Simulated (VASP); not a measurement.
AlN, 2 atoms in the cell. It takes space group Fm-3m (No. 225, cubic). The conventional cell has a = 4.070 Å, b = 4.070 Å, c = 4.070 Å, α = 90.00°, β = 90.00°, γ = 90.00°. Within 2.7 Å of Al (site symmetry m-3m) lie 6 N at 2.04 Å. Within 2.7 Å of N (site symmetry m-3m) lie 6 Al at 2.04 Å. 

* Program: VASP 6.6.1
* Task: single point
* Functional: PBE
* Potentials or basis: VASP PAW PBE potentials, release 64 (Al, N)
* Cutoff: 600 eV
* k mesh: 8 × 8 × 8
* Occupations: gaussian, width 0.1 eV
* Spin: no spin polarisation
* Dipole correction: no
* Further INCAR settings: ALGO = Normal; EDIFF = 1e-06; NBANDS = 11

Potentials or basis: VASP PAW PBE potentials, release 64 (Al, N).

Command:

```bash
$ cat potpaw_PBE.64/Al/POTCAR potpaw_PBE.64/N/POTCAR > POTCAR
$ mpirun -np 1 vasp_std > vasp.out
```

Hardware: 1 thread of Intel Xeon 8259CL (shared host).

**Question.** Estimate the wall time of this run.

**Answer.** Run time: 8.2 s on 1 thread of Intel Xeon 8259CL, with other jobs on the host, peak memory 0.13 GiB. Counts: scf iterations 12, k points 29.
